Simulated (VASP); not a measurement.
# Mg (P6_3/mmc) in VASP: single point with PBE

Aim: the single point of Mg with PBE.

Program: VASP 6.6.1. These are calculated values, not measurements. Logs are shortened: lines on timing, memory, paths and dates and some standing lists are left out, and cuts for length are marked.

### 1 The cell of the first run

Symmetry: P6_3/mmc, No. 194, hexagonal system. Conventional cell: a = 3.209 Å, b = 3.209 Å, c = 5.210 Å, α = 90.00°, β = 90.00°, γ = 120.00°. Within 4.2 Å of Mg (site symmetry -6m2) lie 12 Mg at 3.20 to 3.21 Å.

### 2 Single point, PBE

The input, INCAR:

```
ALGO     = Normal         # electronic algorithm
EDIFF    = 1E-6           # SCF threshold, eV
ENCUT    = 520            # plane-wave cutoff, eV
GGA      = PE             # functional
ISIF     = 2              # what is computed and relaxed
ISMEAR   = 0              # smearing method
LASPH    = T              # aspherical terms in the spheres
LCHARG   = F              # write CHGCAR
LREAL    = F              # projectors in reciprocal space
LWAVE    = F              # write WAVECAR
NBANDS   = 9              # bands
NELM     = 60             # most SCF steps
PREC     = Accurate       # precision mode
SIGMA    = 0.1            # smearing width, eV
```

The input, KPOINTS:

```
k-points
0
Gamma
  12 12 7
```

The input, POSCAR:

```
Mg
1.0
    3.2093000000      0.0000000000      0.0000000000
   -1.6046500000      2.7793353300      0.0000000000
    0.0000000000      0.0000000000      5.2103000000
Mg
2
Direct
    0.3333333333      0.6666666667      0.2500000000
    0.6666666667      0.3333333333      0.7500000000
```

Potentials or basis: VASP PAW PBE potentials, release 64 (Mg).

The run is started by

```bash
cat potpaw_PBE.64/Mg/POTCAR > POTCAR
mpirun -np 1 vasp_std > vasp.out
```

OUTCAR:

```text
EDIFF = 1E-6
   ENCUT = 520
   GGA = PE
   ISIF = 2
   ISMEAR = 0
   LASPH = T
   LREAL = F
   NELM = 60
   PREC = Accurate

 ion  position               nearest neighbor table
   1  0.333  0.667  0.250-   2 3.20   2 3.20   2 3.20   2 3.20   2 3.20   2 3.20
   2  0.667  0.333  0.750-   1 3.20   1 3.20   1 3.20   1 3.20   1 3.20   1 3.20

  LATTYP: Found a hexagonal cell.
 ALAT       =     3.2093000000
 C/A-ratio  =     1.6235004518

  Lattice vectors:

 A1 = (   3.2093000000,   0.0000000000,   0.0000000000)
 A2 = (  -1.6046500000,   2.7793353300,   0.0000000000)
 A3 = (   0.0000000000,   0.0000000000,   5.2103000000)

Analysis of symmetry for initial positions (statically):
=====================================================================
 Subroutine PRICEL returns:
 Original cell was already a primitive cell.

 Routine SETGRP: Setting up the symmetry group for a
 hexagonal supercell.

 Subroutine GETGRP returns: Found 24 space group operations
 (whereof 12 operations were pure point group operations)
 out of a pool of 24 trial point group operations.

The static configuration has the point symmetry D_3d.
 The point group associated with its full space group is D_6h.

Analysis of symmetry for dynamics (positions and initial velocities):
=====================================================================
 Subroutine PRICEL returns:
 Original cell was already a primitive cell.

 Routine SETGRP: Setting up the symmetry group for a
 hexagonal supercell.

 Subroutine GETGRP returns: Found 24 space group operations
 (whereof 12 operations were pure point group operations)
 out of a pool of 24 trial point group operations.

The dynamic configuration has the point symmetry D_3d.
 The point group associated with its full space group is D_6h.

 Subroutine INISYM returns: Found 24 space group operations
 (whereof 12 operations are pure point group operations),
 and found     1 'primitive' translations

----------------------------------------------------------------------------------------

                                     Primitive cell

  volume of cell :      46.4744

  direct lattice vectors                    reciprocal lattice vectors
     3.209300000  0.000000000  0.000000000     0.311594429  0.179899127  0.000000000
    -1.604650000  2.779335330  0.000000000     0.000000000  0.359798254  0.000000000
     0.000000000  0.000000000  5.210300000     0.000000000  0.000000000  0.191927528

  length of vectors
     3.209300000  3.209300001  5.210300000     0.359798255  0.359798254  0.191927528

  position of ions in fractional coordinates (direct lattice)
     0.333333333  0.666666667  0.250000000
     0.666666667  0.333333333  0.750000000

  ion indices of the primitive-cell ions
   primitive index   ion index
                 1           1
                 2           2

----------------------------------------------------------------------------------------

 KPOINTS: k-points

Automatic generation of k-mesh.
 Grid dimensions read from file:
 generate k-points for:   12   12    7

 Generating k-lattice:

  Cartesian coordinates                     Fractional coordinates (reciprocal lattice)
     0.025966202  0.014991594  0.000000000     0.083333333 -0.000000000  0.000000000
     0.000000000  0.029983188  0.000000000     0.000000000  0.083333333  0.000000000
     0.000000000  0.000000000  0.027418218     0.000000000  0.000000000  0.142857143

  Length of vectors
     0.029983188  0.029983188  0.027418218

  Shift w.r.t. Gamma in fractional coordinates (k-lattice)
     0.000000000  0.000000000  0.000000000

 Subroutine IBZKPT returns following result:
 ===========================================

 Found     76 irreducible k-points:

 Following reciprocal coordinates:
            Coordinates               Weight
  0.000000  0.000000  0.000000      1.000000
  0.083333  0.000000  0.000000      6.000000
  0.166667  0.000000  0.000000      6.000000
  0.250000  0.000000  0.000000      6.000000
  0.333333  0.000000  0.000000      6.000000
  0.416667  0.000000  0.000000      6.000000
[... 16 lines left out ...]
  0.250000  0.000000  0.142857     12.000000
  0.333333  0.000000  0.142857     12.000000
 [... further k-points ...]
   k-points           NKPTS =     76   k-points in BZ     NKDIM =     76   number of bands    NBANDS=      9
   number of dos      NEDOS =    301   number of ions     NIONS =      2
   total plane-waves  NPLWV =  23040
   dimension x,y,z NGX =    24 NGY =   24 NGZ =   40
   dimension x,y,z NGXF=    48 NGYF=   48 NGZF=   80
   ions per type =               2
   NGX,Y,Z   is equivalent  to a cutoff of  12.43, 12.43, 12.76 a.u.
   NGXF,Y,Z  is equivalent  to a cutoff of  24.86, 24.86, 25.53 a.u.
 SYSTEM =  unknown system
   PREC   = accura    normal or accurate (medium, high low for compatibility)
   ISTART =      0    job   : 0-new  1-cont  2-samecut
   ICHARG =      2    charge: 1-file 2-atom 10-const
   ISPIN  =      1    spin polarized calculation?
   LNONCOLLINEAR =      F non collinear calculations
   LSORBIT =      F    spin-orbit coupling
   LASPH  =      T    aspherical Exc in radial PAW
   ENCUT  =  520.0 eV  38.22 Ry    6.18 a.u.   5.97  5.97  9.69*2*pi/ulx,y,z
   NELM   =     60;   NELMIN=  2; NELMDL= -5     # of ELM steps
   EDIFF  = 0.1E-05   stopping-criterion for ELM
   LREAL  =      F    real-space projection
   EDIFFG = 0.1E-04   stopping-criterion for IOM
   NSW    =      0    number of steps for IOM
   IBRION =     -1    ionic relax: 0-MD 1-quasi-New 2-CG
   NFREE  =      0    steps in history (QN), initial steepest desc. (CG)
   ISIF   =      2    stress and relaxation
   ISYM   =      2    0-nonsym 1-usesym 2-fastsym
   POTIM  = 0.5000    time-step for ionic-motion
   TEBEG  =    0.0;   TEEND  =   0.0 temperature during run
   PSTRESS=    0.0 pullay stress
   NELECT =       4.0000    total number of electrons
   NUPDOWN=      -1.0000    fix difference up-down
   EMIN   =  10.00;   EMAX   =-10.00  energy-range for DOS
   EFERMI =   0.00;   METHOD = LEGACY
   ISMEAR =     0;   SIGMA  =   0.10  broadening in eV -4-tet -1-fermi 0-gaus
   EFERMI_NEDOS =   21; number of points for ismear=-14 and -15
   IALGO  =     38    algorithm
   IMIX   =      4    mixing-type and parameters
     AMIX     =   0.40;   BMIX     =  1.00
     AMIX_MAG =   1.60;   BMIX_MAG =  1.00
  volume/ion in A,a.u.               =      23.24       156.81
  Fermi-wavevector in a.u.,A,eV,Ry     =   0.722809  1.365911  7.108401  0.522453
  Thomas-Fermi vector in A             =   1.812866
   LORBIT       =      0    0 simple, 1 ext, 2 COOP (PROOUT), +10 PAW based schemes
   GGA     = PE    functional components
   LHFCALC =     F    Hartree Fock is set to
   AEXX    =    0.0000 exact exchange contribution
   IVDW    =     0    specifies the selected vdW correction
   LEPSILON=     F    determine dielectric tensor
   LRPA    =     F    only Hartree local field effects (RPA)
 non-spin polarized calculation
 Gauss-broadening in eV      SIGMA  =   0.10
  energy-cutoff  :      520.00
  volume of cell :       46.47
 maximum number of plane-waves:      1281
 NGX is ok and might be reduce to    24
   NGX = 11   NGY = 11   NGZ = 19

 number of electron       4.0000000 magnetization

 Free energy of the ion-electron system (eV)
  ---------------------------------------------------
  ext. energy  EPLUGINS =         0.00000000
  ---------------------------------------------------
  free energy    TOTEN  =        -3.01325585 eV

  energy without entropy =       -3.00847603  energy(sigma->0) =       -3.01086594

 E-fermi :   2.5122     XC(G=0):  -8.4537

 val. band max:        2.4826066325   @ k =   0.3333   0.1667   0.1429
 cond. band min:       2.5219838966   @ k =   0.2500   0.0833   0.0000
 fundamental gap:      0.0393772641
 Fermi energy:         2.5121780933

 k-point     1 :       0.0000    0.0000    0.0000
  band No.  band energies     occupation
      1      -4.3090      2.00000
      2       0.9070      2.00000
      3       1.3284      2.00000
      4      13.4391      0.00000
      5      13.4391      0.00000
      6      13.5284      0.00000
      7      13.5284      0.00000
      8      14.3312      0.00000
      9      15.8822      0.00000

 k-point     2 :       0.0833    0.0000    0.0000
  band No.  band energies     occupation
      1      -4.1734      2.00000
      2       1.0310      2.00000
      3       1.4604      2.00000
      4      11.1693      0.00000
      5      12.2312      0.00000
      6      13.0407      0.00000
      7      14.9236      0.00000
      8      15.1944      0.00000
      9      15.8254      0.00000

 k-point     3 :       0.1667    0.0000    0.0000
  band No.  band energies     occupation
      1      -3.7678      2.00000
      2       1.4034      2.00000
      3       1.8514      2.00000
      4       8.6618      0.00000
      5      11.2048      0.00000
      6      11.8371      0.00000
      7      13.3650      0.00000
      8      14.2243      0.00000
      9      15.7950      0.00000

 k-point     4 :       0.2500    0.0000    0.0000
  band No.  band energies     occupation
      1      -3.0956      2.00000
      2       2.0246      2.00000
      3       2.4788      1.36284
      4       6.3428      0.00000
      5      10.4075      0.00000
      6      10.5405      0.00000
      7      11.0288      0.00000
      8      12.6473      0.00000
      9      14.8924      0.00000
[... 205 lines left out ...]
 k-point    22 :       0.1667    0.0000    0.1429
  band No.  band energies     occupation
      1      -3.6550      2.00000
      2       0.2070      2.00000
      3       3.2408      0.00000
      4       8.7601      0.00000
      5      11.2996      0.00000
      6      11.6673      0.00000
      7      12.6630      0.00000
      8      14.2612      0.00000
      9      14.6205      0.00000

 k-point    23 :       0.2500    0.0000    0.1429
  band No.  band energies     occupation
      1      -2.9835      2.00000
      2       0.8476      2.00000
      3       3.8333      0.00000
      4       6.4591      0.00000
      5       9.7683      0.00000
      6      10.5027      0.00000
      7      11.3637      0.00000
      8      13.2401      0.00000
      9      13.8520      0.00000

 k-point    24 :       0.3333    0.0000    0.1429
  band No.  band energies     occupation
      1      -2.0513      2.00000
      2       1.7231      2.00000
      3       4.0070      0.00000
      4       5.0395      0.00000
      5       7.7902      0.00000
      6       9.9345      0.00000
      7      10.1307      0.00000
      8      11.8565      0.00000
      9      13.2755      0.00000

 [... further k-points ...]
[... 5 lines left out ...]
  --------------------------------------------------------------------------------------
  -------------------------------------------------------------------------------------
  Total       -0.0896371     -0.0896371     -0.3489476      0.0000000      0.0000000      0.0000000
  in kB       -3.0901838     -3.0901838    -12.0297563      0.0000000      0.0000000      0.0000000
  external PRESSURE =      -6.0700413 kB  Pullay stress =       0.0000000 kB

 VOLUME and BASIS-vectors are now :
 -----------------------------------------------------------------------------
  energy-cutoff  :      520.00
  volume of cell :       46.47
      direct lattice vectors                 reciprocal lattice vectors
     3.209300000  0.000000000  0.000000000     0.311594429  0.179899127  0.000000000
    -1.604650000  2.779335330  0.000000000     0.000000000  0.359798254  0.000000000
     0.000000000  0.000000000  5.210300000     0.000000000  0.000000000  0.191927528

 POSITION                                       TOTAL-FORCE (eV/Angst)
 -----------------------------------------------------------------------------------
     -0.00000      1.85289      1.30258        -0.000000      0.000000      0.000000
      1.60465      0.92645      3.90773         0.000000      0.000000      0.000000
 -----------------------------------------------------------------------------------
    total drift:                                0.000000     -0.000000      0.000000

  FREE ENERGIE OF THE ION-ELECTRON SYSTEM (eV)
  ---------------------------------------------------
  free  energy   TOTEN  =        -3.0132558507 eV

  energy  without entropy=       -3.0084760320  energy(sigma->0) =       -3.01086594
```

Wall time 30 s (1 thread of Intel Xeon 6975P-C, shared host); peak memory 0.17 GiB.

Results:

* Free energy: -3.0133 eV
* Pressure: -0.6 GPa
* Band gap on the k mesh: zero (band 2 reaches 3.57 eV, above the bottom of band 3 at 1.33 eV)
